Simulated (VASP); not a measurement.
A run of VASP 6.6.1 is set up as follows.

INCAR

```
PREC = Accurate
ENCUT = 520
EDIFF = 1E-6
ISMEAR = 0
SIGMA = 0.05
LREAL = False
LASPH = True
NELM = 80
ALGO = Normal
ISIF = 2
LWAVE = False
LCHARG = False
NBANDS = 16
```

Contents of KPOINTS:

```
regular mesh
0
Gamma
  12 12 12
```

File POSCAR:

```
ZnO
1.0
    0.0000000000      2.0609699000      2.1152059500
    2.0609699000      0.0000000000      2.1152059500
    2.0609699000      2.0609699000      0.0000000000
Zn O
1 1
Direct
    0.0000000000      0.0000000000      0.0000000000
    0.5000000000      0.5000000000      0.5000000000
```

Potentials or basis: VASP PAW LDA potentials, release 64 (Zn, O).

The run is started by

```console
$ cat potpaw_LDA.64/Zn/POTCAR potpaw_LDA.64/O/POTCAR > POTCAR
$ mpirun -np 1 vasp_std > vasp.out
```

(1) Estimate the band gap on the k mesh.

(2) What does it give for the pressure?

Answers

(1) 1.23 eV, indirect (least direct gap 2.95 eV).

(2) 11.2 GPa.

Caveat: the cell differs from its parent crystal (strain -0.050 along x and y, -0.025 along z).
